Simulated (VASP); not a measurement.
# RbSn2 (Fd-3m) in VASP: notebook

RbSn2 is run at these levels: PBE; tasks: single point, relaxation of cell and atoms.

All numbers are computed with VASP 6.6.1; they aren't measurements. Logs are shortened: lines on timing, memory, paths and dates and some standing lists are left out, and cuts for length are marked.

### 1 The cell of the first run

The structure is cubic, space group Fd-3m (No. 227). The conventional cell has a = 9.333 Å, b = 9.333 Å, c = 9.333 Å, α = 90.00°, β = 90.00°, γ = 90.00°. Rb (site symmetry -43m) has 12 Sn at 3.87 Å and 4 Rb at 4.04 Å within 5.1 Å. Within 4.3 Å of Sn (site symmetry -3m) lie 6 Sn at 3.30 Å and 6 Rb at 3.87 Å.

### 2 Single point, PBE

File INCAR:

```
PREC     = Accurate       # precision mode
ENCUT    = 520            # plane-wave cutoff, eV
EDIFF    = 1E-6           # SCF threshold, eV
ISMEAR   = 0              # smearing method
SIGMA    = 0.1            # smearing width, eV
LREAL    = False          # projectors in reciprocal space
LASPH    = True           # aspherical terms in the spheres
NELM     = 60             # most SCF steps
ALGO     = Fast           # electronic algorithm
ISIF     = 2              # what is computed and relaxed
LWAVE    = False          # write WAVECAR
LCHARG   = False          # write CHGCAR
GGA      = PE             # functional
NBANDS   = 46             # bands
```

File KPOINTS:

```
regular mesh
0
Gamma
  8 8 8
```

File POSCAR:

```
RbSn2
1.0
    0.0000000000      4.6663042215      4.6663042215
    4.6663042215      0.0000000000      4.6663042215
    4.6663042215      4.6663042215      0.0000000000
Rb Sn
2 4
Direct
    0.0000000000      0.0000000000      0.0000000000
    0.2500000000      0.2500000000      0.2500000000
    0.6250000000      0.6250000000      0.6250000000
    0.1250000000      0.6250000000      0.6250000000
    0.6250000000      0.6250000000      0.1250000000
    0.6250000000      0.1250000000      0.6250000000
```

Potentials or basis: VASP PAW PBE potentials, release 64 (Rb_sv, Sn_d).

Launch:

```bash
> cat potpaw_PBE.64/Rb_sv/POTCAR potpaw_PBE.64/Sn_d/POTCAR > POTCAR
> mpirun -np 1 vasp_std > vasp.out
```

OUTCAR:

```text
PREC = Accurate
   ENCUT = 520
   EDIFF = 1E-6
   ISMEAR = 0
   LREAL = False
   LASPH = True
   NELM = 60
   ISIF = 2
   GGA = PE

 ion  position               nearest neighbor table
   1  0.000  0.000  0.000-   6 3.87   4 3.87   4 3.87   6 3.87   5 3.87   5 3.87   3 3.87   3 3.87
                             3 3.87   4 3.87   5 3.87   6 3.87   2 4.04   2 4.04   2 4.04   2 4.04
   2  0.250  0.250  0.250-   4 3.87   6 3.87   4 3.87   6 3.87   4 3.87   5 3.87   3 3.87   6 3.87
                             5 3.87   3 3.87   5 3.87   3 3.87   1 4.04   1 4.04   1 4.04   1 4.04
   3  0.625  0.625  0.625-   4 3.30   5 3.30   6 3.30   5 3.30   6 3.30   4 3.30   1 3.87   2 3.87
                             1 3.87   2 3.87   1 3.87   2 3.87
   4  0.125  0.625  0.625-   3 3.30   5 3.30   6 3.30   3 3.30   5 3.30   6 3.30   2 3.87   1 3.87
                             2 3.87   1 3.87   1 3.87   2 3.87
   5  0.625  0.625  0.125-   3 3.30   3 3.30   4 3.30   6 3.30   6 3.30   4 3.30   1 3.87   2 3.87
                             1 3.87   2 3.87   1 3.87   2 3.87
   6  0.625  0.125  0.625-   3 3.30   5 3.30   3 3.30   4 3.30   5 3.30   4 3.30   1 3.87   2 3.87
                             1 3.87   2 3.87   1 3.87   2 3.87

  LATTYP: Found a face centered cubic cell.
 ALAT       =     9.3326084430

  Lattice vectors:

 A1 = (   0.0000000000,   4.6663042215,   4.6663042215)
 A2 = (   4.6663042215,   0.0000000000,   4.6663042215)
 A3 = (   4.6663042215,   4.6663042215,   0.0000000000)

Analysis of symmetry for initial positions (statically):
=====================================================================
 Subroutine PRICEL returns:
 Original cell was already a primitive cell.

 Routine SETGRP: Setting up the symmetry group for a
 face centered cubic supercell.

 Subroutine GETGRP returns: Found 48 space group operations
 (whereof 24 operations were pure point group operations)
 out of a pool of 48 trial point group operations.

The static configuration has the point symmetry T_d .
 The point group associated with its full space group is O_h .

Analysis of symmetry for dynamics (positions and initial velocities):
=====================================================================
 Subroutine PRICEL returns:
 Original cell was already a primitive cell.

 Routine SETGRP: Setting up the symmetry group for a
 face centered cubic supercell.

 Subroutine GETGRP returns: Found 48 space group operations
 (whereof 24 operations were pure point group operations)
 out of a pool of 48 trial point group operations.

The dynamic configuration has the point symmetry T_d .
 The point group associated with its full space group is O_h .

 Subroutine INISYM returns: Found 48 space group operations
 (whereof 24 operations are pure point group operations),
 and found     1 'primitive' translations

----------------------------------------------------------------------------------------

                                     Primitive cell

  volume of cell :     203.2119

  direct lattice vectors                    reciprocal lattice vectors
     0.000000000  4.666304221  4.666304221    -0.107151179  0.107151179  0.107151179
     4.666304221  0.000000000  4.666304221     0.107151179 -0.107151179  0.107151179
     4.666304221  4.666304221  0.000000000     0.107151179  0.107151179 -0.107151179

  length of vectors
     6.599150716  6.599150716  6.599150716     0.185591287  0.185591287  0.185591287

  position of ions in fractional coordinates (direct lattice)
     0.000000000  0.000000000  0.000000000
     0.250000000  0.250000000  0.250000000
     0.625000000  0.625000000  0.625000000
     0.125000000  0.625000000  0.625000000
     0.625000000  0.625000000  0.125000000
     0.625000000  0.125000000  0.625000000

  ion indices of the primitive-cell ions
   primitive index   ion index
                 1           1
                 2           2
                 3           3
                 4           4
                 5           5
                 6           6

----------------------------------------------------------------------------------------

 KPOINTS: regular mesh

Automatic generation of k-mesh.
 Grid dimensions read from file:
 generate k-points for:    8    8    8

 Generating k-lattice:

  Cartesian coordinates                     Fractional coordinates (reciprocal lattice)
    -0.013393897  0.013393897  0.013393897     0.125000000  0.000000000  0.000000000
     0.013393897 -0.013393897  0.013393897     0.000000000  0.125000000  0.000000000
     0.013393897  0.013393897 -0.013393897     0.000000000  0.000000000  0.125000000

  Length of vectors
     0.023198911  0.023198911  0.023198911

  Shift w.r.t. Gamma in fractional coordinates (k-lattice)
     0.000000000  0.000000000  0.000000000

 Subroutine IBZKPT returns following result:
 ===========================================

 Found     29 irreducible k-points:

 Following reciprocal coordinates:
            Coordinates               Weight
  0.000000  0.000000  0.000000      1.000000
  0.125000  0.000000  0.000000      8.000000
  0.250000  0.000000  0.000000      8.000000
  0.375000  0.000000  0.000000      8.000000
  0.500000  0.000000  0.000000      4.000000
  0.125000  0.125000  0.000000      6.000000
[... 16 lines left out ...]
  0.500000  0.250000  0.125000     48.000000
 -0.375000  0.250000  0.125000     24.000000
 [... further k-points ...]
   k-points           NKPTS =     29   k-points in BZ     NKDIM =     29   number of bands    NBANDS=     46
   number of dos      NEDOS =    301   number of ions     NIONS =      6
   total plane-waves  NPLWV = 125000
   dimension x,y,z NGX =    50 NGY =   50 NGZ =   50
   dimension x,y,z NGXF=   100 NGYF=  100 NGZF=  100
   ions per type =               2   4
   NGX,Y,Z   is equivalent  to a cutoff of  12.60, 12.60, 12.60 a.u.
   NGXF,Y,Z  is equivalent  to a cutoff of  25.19, 25.19, 25.19 a.u.
 SYSTEM =  unknown system
   PREC   = accura    normal or accurate (medium, high low for compatibility)
   ISTART =      0    job   : 0-new  1-cont  2-samecut
   ICHARG =      2    charge: 1-file 2-atom 10-const
   ISPIN  =      1    spin polarized calculation?
   LNONCOLLINEAR =      F non collinear calculations
   LSORBIT =      F    spin-orbit coupling
   LASPH  =      T    aspherical Exc in radial PAW
   ENCUT  =  520.0 eV  38.22 Ry    6.18 a.u.  12.27 12.27 12.27*2*pi/ulx,y,z
   NELM   =     60;   NELMIN=  2; NELMDL= -5     # of ELM steps
   EDIFF  = 0.1E-05   stopping-criterion for ELM
   LREAL  =      F    real-space projection
   EDIFFG = 0.1E-04   stopping-criterion for IOM
   NSW    =      0    number of steps for IOM
   IBRION =     -1    ionic relax: 0-MD 1-quasi-New 2-CG
   NFREE  =      0    steps in history (QN), initial steepest desc. (CG)
   ISIF   =      2    stress and relaxation
   ISYM   =      2    0-nonsym 1-usesym 2-fastsym
   POTIM  = 0.5000    time-step for ionic-motion
   TEBEG  =    0.0;   TEEND  =   0.0 temperature during run
   PSTRESS=    0.0 pullay stress
   NELECT =      74.0000    total number of electrons
   NUPDOWN=      -1.0000    fix difference up-down
   EMIN   =  10.00;   EMAX   =-10.00  energy-range for DOS
   EFERMI =   0.00;   METHOD = LEGACY
   ISMEAR =     0;   SIGMA  =   0.10  broadening in eV -4-tet -1-fermi 0-gaus
   EFERMI_NEDOS =   21; number of points for ismear=-14 and -15
   IALGO  =     68    algorithm
   IMIX   =      4    mixing-type and parameters
     AMIX     =   0.40;   BMIX     =  1.00
     AMIX_MAG =   1.60;   BMIX_MAG =  1.00
  volume/ion in A,a.u.               =      33.87       228.56
  Fermi-wavevector in a.u.,A,eV,Ry     =   1.169057  2.209197 18.595005  1.366694
  Thomas-Fermi vector in A             =   2.305535
   LORBIT       =      0    0 simple, 1 ext, 2 COOP (PROOUT), +10 PAW based schemes
   GGA     = PE    functional components
   LHFCALC =     F    Hartree Fock is set to
   AEXX    =    0.0000 exact exchange contribution
   IVDW    =     0    specifies the selected vdW correction
   LEPSILON=     F    determine dielectric tensor
   LRPA    =     F    only Hartree local field effects (RPA)
 non-spin polarized calculation
 RMM-DIIS sequential band-by-band and
 Gauss-broadening in eV      SIGMA  =   0.10
  energy-cutoff  :      520.00
  volume of cell :      203.21
 maximum number of plane-waves:      5577
 NGX is ok and might be reduce to    50
   NGX = 25   NGY = 25   NGZ = 25

 number of electron      73.9999989 magnetization

 Free energy of the ion-electron system (eV)
  ---------------------------------------------------
  ext. energy  EPLUGINS =         0.00000000
  ---------------------------------------------------
  free energy    TOTEN  =       -18.21038810 eV

  energy without entropy =      -18.18352767  energy(sigma->0) =      -18.19695788

 E-fermi :   4.3318     XC(G=0):  -8.9656

 val. band max:        4.3209794378   @ k =   0.5000   0.3750   0.1250
 cond. band min:       4.3403769332   @ k =  -0.3750   0.1250   0.0000
 fundamental gap:      0.0193974954
 Fermi energy:         4.3318339457

 k-point     1 :       0.0000    0.0000    0.0000
  band No.  band energies     occupation
      1     -22.9222      2.00000
      2     -22.8722      2.00000
      3     -16.8376      2.00000
      4     -16.7831      2.00000
      5     -16.7831      2.00000
      6     -16.7831      2.00000
[... 38 lines left out ...]
     45       9.0541      0.00000
     46      10.2356      0.00000

 k-point     2 :       0.1250    0.0000    0.0000
  band No.  band energies     occupation
      1     -22.9208      2.00000
      2     -22.8736      2.00000
      3     -16.8328      2.00000
      4     -16.7822      2.00000
      5     -16.7822      2.00000
      6     -16.7814      2.00000
[... 38 lines left out ...]
     45       9.0826      0.00000
     46       9.4578      0.00000

 k-point     3 :       0.2500    0.0000    0.0000
  band No.  band energies     occupation
      1     -22.9169      2.00000
      2     -22.8774      2.00000
      3     -16.8216      2.00000
      4     -16.7807      2.00000
      5     -16.7807      2.00000
      6     -16.7744      2.00000
[... 1018 lines left out ...]
     45       8.6870      0.00000
     46       9.1272      0.00000

 k-point    24 :      -0.3750    0.2500    0.1250
  band No.  band energies     occupation
      1     -22.9059      2.00000
      2     -22.8884      2.00000
      3     -16.7948      2.00000
      4     -16.7746      2.00000
      5     -16.7584      2.00000
      6     -16.7490      2.00000
[... 38 lines left out ...]
     45       8.9043      0.00000
     46       9.0706      0.00000

 [... further k-points ...]

------------------------ aborting loop because EDIFF is reached ----------------------------------------

  FORCE on cell =-STRESS in cart. coord.  units (eV):
  Direction    XX          YY          ZZ          XY          YZ          ZX
  --------------------------------------------------------------------------------------
  -------------------------------------------------------------------------------------
  Total       -0.0238925     -0.0238925     -0.0238925      0.0000000     -0.0000000      0.0000000
  in kB       -0.1883747     -0.1883747     -0.1883747      0.0000000     -0.0000000      0.0000000
  external PRESSURE =      -0.1883747 kB  Pullay stress =       0.0000000 kB

 VOLUME and BASIS-vectors are now :
 -----------------------------------------------------------------------------
  energy-cutoff  :      520.00
  volume of cell :      203.21
      direct lattice vectors                 reciprocal lattice vectors
     0.000000000  4.666304221  4.666304221    -0.107151179  0.107151179  0.107151179
     4.666304221  0.000000000  4.666304221     0.107151179 -0.107151179  0.107151179
     4.666304221  4.666304221  0.000000000     0.107151179  0.107151179 -0.107151179

 POSITION                                       TOTAL-FORCE (eV/Angst)
 -----------------------------------------------------------------------------------
      0.00000      0.00000      0.00000         0.000000     -0.000000      0.000000
      2.33315      2.33315      2.33315        -0.000000     -0.000000     -0.000000
      5.83288      5.83288      5.83288        -0.000000      0.000000     -0.000000
      5.83288      3.49973      3.49973        -0.000000      0.000000     -0.000000
      3.49973      3.49973      5.83288        -0.000000      0.000000     -0.000000
      3.49973      5.83288      3.49973        -0.000000      0.000000     -0.000000
 -----------------------------------------------------------------------------------
    total drift:                               -0.000000     -0.000000      0.000000

  FREE ENERGIE OF THE ION-ELECTRON SYSTEM (eV)
  ---------------------------------------------------
  free  energy   TOTEN  =       -18.2103880997 eV

  energy  without entropy=      -18.1835276660  energy(sigma->0) =      -18.19695788
```

It took 20 min on 1 thread of AMD EPYC 7R43 (Zen 3), shared host; peak memory 0.45 GiB.

What came out:

- Free energy: -18.2104 eV
- Pressure: 0.0 GPa
- Band gap on the k mesh: zero (bands 37 and 38 overlap by 1.98 eV)

Caveat: spin-orbit coupling is left out, which moves the levels of the heavy elements.

### 3 Single point, PBE

File INCAR:

```
SYSTEM = RbSn2
ALGO = Fast
EDIFF = 1E-6
ENCUT = 520
GGA = PE
ISIF = 2
ISMEAR = 0
LASPH = .True.
LCHARG = .False.
LREAL = .False.
LWAVE = .False.
NBANDS = 46
NELM = 60
PREC = Accurate
SIGMA = 0.1
```

File KPOINTS:

```
k-points
0
Gamma
  8 8 8
  0 0 0
```

POSCAR is that of step 2.

Potentials or basis: VASP PAW PBE potentials, release 64 (Rb_sv, Sn_d).

Launch:

```bash
> cat potpaw_PBE.64/Rb_sv/POTCAR potpaw_PBE.64/Sn_d/POTCAR > POTCAR
> mpirun -np 1 vasp_std > vasp.out
```

It took 20 min on 1 thread of AMD EPYC 7R43 (Zen 3), shared host; peak memory 0.44 GiB.

The run converged. Its results:

```
Free energy            : -18.2104 eV
Pressure               : 0.0 GPa
Band gap on the k mesh : zero (bands 37 and 38 overlap by 1.98 eV)
```

Levels at points of the mesh, in eV from the Fermi level:
| k point | band 33 | band 34 | band 35 | band 36 | band 37 | band 38 | band 39 | band 40 | band 41 | band 42 |
| --- | --- | --- | --- | --- | --- | --- | --- | --- | --- | --- |
| (0.00, 0.00, 0.00) | -3.87 | -1.95 | -1.95 | -1.95 | -1.10 | -1.10 | 2.01 | 4.24 | 4.24 | 4.24 |
| (0.50, 0.00, 0.00) | -2.93 | -1.42 | -1.42 | 0.77 | 0.77 | 0.77 | 0.77 | 0.80 | 1.30 | 2.53 |
| (0.50, 0.50, 0.00) | -2.24 | -2.24 | 0.71 | 0.71 | 0.87 | 0.87 | 0.91 | 0.91 | 0.93 | 0.93 |

Caveat: spin-orbit coupling is left out, which moves the levels of the heavy elements.

### 4 Relaxation of cell and atoms, PBE

This run uses another cell than the first one, of 31.10 Å³/atom.

File INCAR:

```
PREC     = Accurate       # precision mode
ENCUT    = 600            # plane-wave cutoff, eV
EDIFF    = 1E-6           # SCF threshold, eV
ISMEAR   = 0              # smearing method
SIGMA    = 0.1            # smearing width, eV
LREAL    = F              # projectors in reciprocal space
LASPH    = T              # aspherical terms in the spheres
NELM     = 80             # most SCF steps
ALGO     = Fast           # electronic algorithm
ISIF     = 3              # what is computed and relaxed
LWAVE    = F              # write WAVECAR
LCHARG   = F              # write CHGCAR
GGA      = PE             # functional
IBRION   = 2              # ionic algorithm
NSW      = 100            # ionic steps
EDIFFG   = -0.01          # ionic threshold
```

File KPOINTS:

```
regular mesh
0
Gamma
  8 8 8
```

POSCAR, as its differences from that of step 3:

```diff
@@ -2,5 +2,5 @@
 1.0
-    0.0000000000      4.6663042215      4.6663042215
-    4.6663042215      0.0000000000      4.6663042215
-    4.6663042215      4.6663042215      0.0000000000
+    0.0000000000      4.5353194989      4.5353194989
+    4.5353194989      0.0000000000      4.5353194989
+    4.5353194989      4.5353194989      0.0000000000
 Rb Sn
```

Launch:

```bash
> cat potpaw_PBE.64/Rb_sv/POTCAR potpaw_PBE.64/Sn_d/POTCAR > POTCAR
> mpirun -np 1 vasp_std > vasp.out
```

Run time: 61 min. Hardware: 1 thread of AMD EPYC 7R43 (Zen 3), shared host; peak memory 0.5 GiB.

Results (log left out):

```yaml
Free_energy: -18.2089 eV
Relaxed_volume: 33.86 Å³/atom
Relaxed_cell: a = 6.598 Å, b = 6.598 Å, c = 6.598 Å, α = 60.00°, β = 60.00°, γ = 60.00°
Space_group_after_relaxing_to_0.1_Å: Fd-3m (No. 227)
Energy_gained_by_relaxing: 21.2 meV/atom
Ionic_steps: 3
Pressure_after_relaxing: 0.0 GPa
Band_gap_on_the_k_mesh: zero (bands 37 and 38 overlap by 1.98 eV)
```

Step by step:
| step | energy change (eV) | largest force (eV/Å) | pressure (GPa) | volume (Å³) |
| --- | --- | --- | --- | --- |
| 1 | 0.0000 | 0.0000 | 2.64 | 186.58 |
| 2 | -0.1247 | 0.0000 | 0.30 | 200.78 |
| 3 | -0.1271 | 0.0000 | 0.01 | 203.15 |

Final structure:
```
CELL_PARAMETERS angstrom
0.00000 4.66580 4.66580
4.66580 0.00000 4.66580
4.66580 4.66580 0.00000
ATOMIC_POSITIONS crystal
Rb 0.00000 0.00000 0.00000
Rb 0.25000 0.25000 0.25000
Sn 0.62500 0.62500 0.62500
Sn 0.12500 0.62500 0.62500
Sn 0.62500 0.62500 0.12500
Sn 0.62500 0.12500 0.62500
```

Levels at points of the mesh, in eV from the Fermi level:
```tsv
k point	band 35	band 36	band 37	band 38	band 39	band 40
(0.00, 0.00, 0.00)	-1.95	-1.95	-1.11	-1.11	2.01	4.24
(0.50, 0.00, 0.00)	-1.42	0.77	0.77	0.77	0.77	0.80
(0.50, 0.50, 0.00)	0.71	0.71	0.87	0.87	0.91	0.91
```

Caveat: spin-orbit coupling is left out, which moves the levels of the heavy elements.
